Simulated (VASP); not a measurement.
# FePt (P4/mmm) in VASP: single point with PBE

Aim: the single point of FePt with PBE.

Program: VASP 6.6.1. These are calculated values, not measurements. Logs are shortened: lines on timing, memory, paths and dates and some standing lists are left out, and cuts for length are marked.

### 1 The cell of the first run

Symmetry: P4/mmm, No. 123, tetragonal system. The conventional cell has a = 2.729 Å, b = 2.729 Å, c = 3.765 Å, α = 90.00°, β = 90.00°, γ = 90.00°. Fe (site symmetry 4/mmm) has 8 Pt at 2.70 Å and 4 Fe at 2.73 Å within 3.6 Å. Pt (site symmetry 4/mmm) has 8 Fe at 2.70 Å and 4 Pt at 2.73 Å within 3.6 Å.

### 2 Single point, PBE, collinear spin, ferromagnetic start

Input file INCAR:

```
  PREC = Accurate
  ENCUT = 520
  EDIFF = 1E-6
  ISMEAR = 0
  SIGMA = 0.1
  LREAL = False
  LASPH = True
  NELM = 150
  ALGO = Normal
  ISIF = 2
  LWAVE = False
  LCHARG = True
  ISPIN = 2
  MAGMOM = 3.25 0.43
  LORBIT = 11
  LMAXMIX = 4
  GGA = PE
  LELF = True
  LVHAR = True
  NBANDS = 20
```

Input file KPOINTS:

```
regular mesh
0
Gamma
  20 20 14
```

Input file POSCAR:

```
FePt
1.0
    2.7291003485      0.0000000000      0.0000000000
    0.0000000000      2.7291003485      0.0000000000
    0.0000000000      0.0000000000      3.7652277575
Fe Pt
1 1
Direct
    0.0000000000      0.0000000000      0.0000000000
    0.5000000000      0.5000000000      0.5000000000
```

Potentials or basis: VASP PAW PBE potentials, release 64 (Fe, Pt).

Started as:

```bash
cat potpaw_PBE.64/Fe/POTCAR potpaw_PBE.64/Pt/POTCAR > POTCAR
mpirun -np 1 vasp_std > vasp.out
```

OUTCAR:

```text
PREC = Accurate
   ENCUT = 520
   EDIFF = 1E-6
   ISMEAR = 0
   LREAL = False
   LASPH = True
   NELM = 150
   ISIF = 2
   ISPIN = 2
   LORBIT = 11
   GGA = PE

 ion  position               nearest neighbor table
   1  0.000  0.000  0.000-   2 2.70   2 2.70   2 2.70   2 2.70   2 2.70   2 2.70   2 2.70   2 2.70

   2  0.500  0.500  0.500-   1 2.70   1 2.70   1 2.70   1 2.70   1 2.70   1 2.70   1 2.70   1 2.70

  LATTYP: Found a simple tetragonal cell.
 ALAT       =     2.7291003485
 C/A-ratio  =     1.3796589633

  Lattice vectors:

 A1 = (   2.7291003485,   0.0000000000,   0.0000000000)
 A2 = (   0.0000000000,   2.7291003485,   0.0000000000)
 A3 = (   0.0000000000,   0.0000000000,   3.7652277575)

Analysis of symmetry for initial positions (statically):
=====================================================================
 Subroutine PRICEL returns:
 Original cell was already a primitive cell.

 Routine SETGRP: Setting up the symmetry group for a
 simple tetragonal supercell.

 Subroutine GETGRP returns: Found 16 space group operations
 (whereof 16 operations were pure point group operations)
 out of a pool of 16 trial point group operations.

The static configuration has the point symmetry D_4h.

Analysis of symmetry for dynamics (positions and initial velocities):
=====================================================================
 Subroutine PRICEL returns:
 Original cell was already a primitive cell.

 Routine SETGRP: Setting up the symmetry group for a
 simple tetragonal supercell.

 Subroutine GETGRP returns: Found 16 space group operations
 (whereof 16 operations were pure point group operations)
 out of a pool of 16 trial point group operations.

The dynamic configuration has the point symmetry D_4h.

Analysis of structural, dynamic, and magnetic symmetry:
=====================================================================
 Subroutine PRICEL returns:
 Original cell was already a primitive cell.

 Routine SETGRP: Setting up the symmetry group for a
 simple tetragonal supercell.

 Subroutine GETGRP returns: Found 16 space group operations
 (whereof 16 operations were pure point group operations)
 out of a pool of 16 trial point group operations.

The overall configuration has the point symmetry D_4h.

 Subroutine INISYM returns: Found 16 space group operations
 (whereof 16 operations are pure point group operations),
 and found     1 'primitive' translations

----------------------------------------------------------------------------------------

                                     Primitive cell

  volume of cell :      28.0434

  direct lattice vectors                    reciprocal lattice vectors
     2.729100348  0.000000000  0.000000000     0.366421118  0.000000000  0.000000000
     0.000000000  2.729100348  0.000000000     0.000000000  0.366421118  0.000000000
     0.000000000  0.000000000  3.765227757     0.000000000  0.000000000  0.265588183

  length of vectors
     2.729100348  2.729100348  3.765227757     0.366421118  0.366421118  0.265588183

  position of ions in fractional coordinates (direct lattice)
     0.000000000  0.000000000  0.000000000
     0.500000000  0.500000000  0.500000000

  ion indices of the primitive-cell ions
   primitive index   ion index
                 1           1
                 2           2

----------------------------------------------------------------------------------------

 KPOINTS: regular mesh

Automatic generation of k-mesh.
 Grid dimensions read from file:
 generate k-points for:   20   20   14

 Generating k-lattice:

  Cartesian coordinates                     Fractional coordinates (reciprocal lattice)
     0.018321056  0.000000000  0.000000000     0.050000000  0.000000000  0.000000000
     0.000000000  0.018321056  0.000000000     0.000000000  0.050000000  0.000000000
     0.000000000  0.000000000  0.018970585     0.000000000  0.000000000  0.071428571

  Length of vectors
     0.018321056  0.018321056  0.018970585

  Shift w.r.t. Gamma in fractional coordinates (k-lattice)
     0.000000000  0.000000000  0.000000000

 Subroutine IBZKPT returns following result:
 ===========================================

 Found    528 irreducible k-points:

 Following reciprocal coordinates:
            Coordinates               Weight
  0.000000  0.000000  0.000000      1.000000
  0.050000  0.000000  0.000000      4.000000
  0.100000  0.000000  0.000000      4.000000
  0.150000  0.000000  0.000000      4.000000
  0.200000  0.000000  0.000000      4.000000
  0.250000  0.000000  0.000000      4.000000
[... 16 lines left out ...]
  0.150000  0.100000  0.000000      8.000000
  0.200000  0.100000  0.000000      8.000000
 [... further k-points ...]
   k-points           NKPTS =    528   k-points in BZ     NKDIM =    528   number of bands    NBANDS=     20
   number of dos      NEDOS =    301   number of ions     NIONS =      2
   total plane-waves  NPLWV =  11200
   dimension x,y,z NGX =    20 NGY =   20 NGZ =   28
   dimension x,y,z NGXF=    40 NGYF=   40 NGZF=   56
   ions per type =               1   1
   NGX,Y,Z   is equivalent  to a cutoff of  12.18, 12.18, 12.36 a.u.
   NGXF,Y,Z  is equivalent  to a cutoff of  24.37, 24.37, 24.73 a.u.
 SYSTEM =  unknown system
   PREC   = accura    normal or accurate (medium, high low for compatibility)
   ISTART =      0    job   : 0-new  1-cont  2-samecut
   ICHARG =      2    charge: 1-file 2-atom 10-const
   ISPIN  =      2    spin polarized calculation?
   LNONCOLLINEAR =      F non collinear calculations
   LSORBIT =      F    spin-orbit coupling
   LASPH  =      T    aspherical Exc in radial PAW
   ENCUT  =  520.0 eV  38.22 Ry    6.18 a.u.   5.07  5.07  7.00*2*pi/ulx,y,z
   NELM   =    150;   NELMIN=  2; NELMDL= -5     # of ELM steps
   EDIFF  = 0.1E-05   stopping-criterion for ELM
   LREAL  =      F    real-space projection
   EDIFFG = 0.1E-04   stopping-criterion for IOM
   NSW    =      0    number of steps for IOM
   IBRION =     -1    ionic relax: 0-MD 1-quasi-New 2-CG
   NFREE  =      0    steps in history (QN), initial steepest desc. (CG)
   ISIF   =      2    stress and relaxation
   ISYM   =      2    0-nonsym 1-usesym 2-fastsym
   POTIM  = 0.5000    time-step for ionic-motion
   TEBEG  =    0.0;   TEEND  =   0.0 temperature during run
   PSTRESS=    0.0 pullay stress
   NELECT =      18.0000    total number of electrons
   NUPDOWN=      -1.0000    fix difference up-down
   EMIN   =  10.00;   EMAX   =-10.00  energy-range for DOS
   EFERMI =   0.00;   METHOD = LEGACY
   ISMEAR =     0;   SIGMA  =   0.10  broadening in eV -4-tet -1-fermi 0-gaus
   EFERMI_NEDOS =   21; number of points for ismear=-14 and -15
   IALGO  =     38    algorithm
   IMIX   =      4    mixing-type and parameters
     AMIX     =   0.40;   BMIX     =  1.00
     AMIX_MAG =   1.60;   BMIX_MAG =  1.00
  volume/ion in A,a.u.               =      14.02        94.62
  Fermi-wavevector in a.u.,A,eV,Ry     =   1.412176  2.668626 27.133308  1.994242
  Thomas-Fermi vector in A             =   2.533952
   LORBIT       =     11    0 simple, 1 ext, 2 COOP (PROOUT), +10 PAW based schemes
   GGA     = PE    functional components
   LHFCALC =     F    Hartree Fock is set to
   AEXX    =    0.0000 exact exchange contribution
   IVDW    =     0    specifies the selected vdW correction
   LEPSILON=     F    determine dielectric tensor
   LRPA    =     F    only Hartree local field effects (RPA)
 spin polarized calculation
 Gauss-broadening in eV      SIGMA  =   0.10
  energy-cutoff  :      520.00
  volume of cell :       28.04
 maximum number of plane-waves:       774
   NGX = 11   NGY = 11   NGZ = 15

 number of electron      17.9999990 magnetization       3.2909272

 Free energy of the ion-electron system (eV)
  ---------------------------------------------------
  ext. energy  EPLUGINS =         0.00000000
  ---------------------------------------------------
  free energy    TOTEN  =       -14.80987347 eV

  energy without entropy =      -14.80360007  energy(sigma->0) =      -14.80673677

 E-fermi :   8.4683     XC(G=0): -12.9644

 val. band max:        8.4616832678   @ k =   0.4500   0.3500   0.0000
 cond. band min:       8.4688832037   @ k =   0.4000   0.1000   0.4286
 fundamental gap:      0.0071999359
 Fermi energy:         8.4682863243

 spin component 1

 k-point     1 :       0.0000    0.0000    0.0000
  band No.  band energies     occupation
      1      -0.9830      1.00000
      2       2.2400      1.00000
      3       2.4213      1.00000
      4       5.0925      1.00000
      5       5.0925      1.00000
      6       5.5418      1.00000
[... 12 lines left out ...]
     19      29.9482      0.00000
     20      29.9482      0.00000
[... 507 lines left out ...]
 k-point    24 :       0.2000    0.1000    0.0000
  band No.  band energies     occupation
      1       0.2381      1.00000
      2       2.8638      1.00000
      3       3.2472      1.00000
      4       4.5503      1.00000
      5       5.4731      1.00000
      6       5.7727      1.00000
[... 12 lines left out ...]
     19      29.3324      0.00000
     20      30.4723      0.00000

 [... further k-points ...]

 spin component 2

 k-point     1 :       0.0000    0.0000    0.0000
  band No.  band energies     occupation
      1      -0.8528      1.00000
      2       2.8026      1.00000
      3       2.8128      1.00000
      4       6.1893      1.00000
      5       6.1893      1.00000
      6       7.6772      1.00000
[... 12 lines left out ...]
     19      30.0544      0.00000
     20      30.0544      0.00000
[... 507 lines left out ...]
 k-point    24 :       0.2000    0.1000    0.0000
  band No.  band energies     occupation
      1       0.3780      1.00000
      2       3.3745      1.00000
      3       3.7456      1.00000
      4       5.2944      1.00000
      5       6.0907      1.00000
      6       6.8738      1.00000
[... 12 lines left out ...]
     19      29.4507      0.00000
     20      30.7754      0.00000

 [... further k-points ...]

------------------------ aborting loop because EDIFF is reached ----------------------------------------

  FORCE on cell =-STRESS in cart. coord.  units (eV):
  Direction    XX          YY          ZZ          XY          YZ          ZX
  --------------------------------------------------------------------------------------
  -------------------------------------------------------------------------------------
  Total       -0.0806394     -0.0806394     -0.0669128      0.0000000     -0.0000000      0.0000000
  in kB       -4.6070997     -4.6070997     -3.8228715      0.0000000     -0.0000000      0.0000000
  external PRESSURE =      -4.3456903 kB  Pullay stress =       0.0000000 kB

 VOLUME and BASIS-vectors are now :
 -----------------------------------------------------------------------------
  energy-cutoff  :      520.00
  volume of cell :       28.04
      direct lattice vectors                 reciprocal lattice vectors
     2.729100348  0.000000000  0.000000000     0.366421118  0.000000000  0.000000000
     0.000000000  2.729100348  0.000000000     0.000000000  0.366421118  0.000000000
     0.000000000  0.000000000  3.765227757     0.000000000  0.000000000  0.265588183

 POSITION                                       TOTAL-FORCE (eV/Angst)
 -----------------------------------------------------------------------------------
      0.00000      0.00000      0.00000         0.000000      0.000000      0.000000
      1.36455      1.36455      1.88261         0.000000      0.000000      0.000000
 -----------------------------------------------------------------------------------
    total drift:                               -0.000000      0.000000      0.000000

  FREE ENERGIE OF THE ION-ELECTRON SYSTEM (eV)
  ---------------------------------------------------
  free  energy   TOTEN  =       -14.8098734686 eV

  energy  without entropy=      -14.8036000741  energy(sigma->0) =      -14.80673677

 total charge

# of ion       s       p       d       tot
------------------------------------------
    1        0.403   0.438   6.111   6.952
    2        0.708   0.646   8.046   9.401
--------------------------------------------------
tot          1.111   1.084  14.157  16.353

 magnetization (x)

# of ion       s       p       d       tot
------------------------------------------
    1        0.005  -0.007   2.948   2.945
    2       -0.025  -0.067   0.418   0.326
--------------------------------------------------
tot         -0.020  -0.074   3.366   3.272
```

Wall time 13 min (1 thread of Intel Xeon 8259CL, shared host); peak memory 0.53 GiB.

Results:

* Free energy: -14.8099 eV
* Pressure: -0.4 GPa
* Net moment: 3.29 μB per cell
* Site moments: Fe +2.94; Pt +0.33 μB
* Valence electrons inside the program's atomic spheres: Fe 6.95; Pt 9.40

Caveat: spin-orbit coupling is left out, which moves the levels of the heavy elements.
